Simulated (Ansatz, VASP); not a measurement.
AlN in VASP and in Ansatz

```xyz
2
Lattice="0.0000 2.1840 2.1840 2.1840 0.0000 2.1840 2.1840 2.1840 0.0000" Properties=species:S:1:pos:R:3 pbc="T T T"
Al    0.0000    0.0000    0.0000
N     3.2760    3.2760    3.2760
```

Alike in both runs: task single point; functional PBE; k mesh 10 × 10 × 10; occupations gaussian, width 0.02 eV; no spin polarisation.

```csv
,VASP,Ansatz
version,VASP 6.6.1,Ansatz 0.2.0
potentials or method,"VASP PAW PBE potentials, release 64 (Al, N), cutoff 600 eV","scalar-relativistic, plane waves, PAW"
valence electrons in the cell,8,8
```

Ansatz gave:

| Item | Value |
| --- | --- |
| gap on the k mesh at the Fermi level (eV) | 3.33 |
| least direct gap on the mesh (eV) | 4.19 |
| pressure (GPa) | 4.9 |

Question: Which values does VASP return?

Answer: gap on the k mesh at the Fermi level (eV): 3.32; least direct gap on the mesh (eV): 4.20; pressure (GPa): 4.5.

With one functional, cell and mesh, what is left measures potentials, basis and numerics.
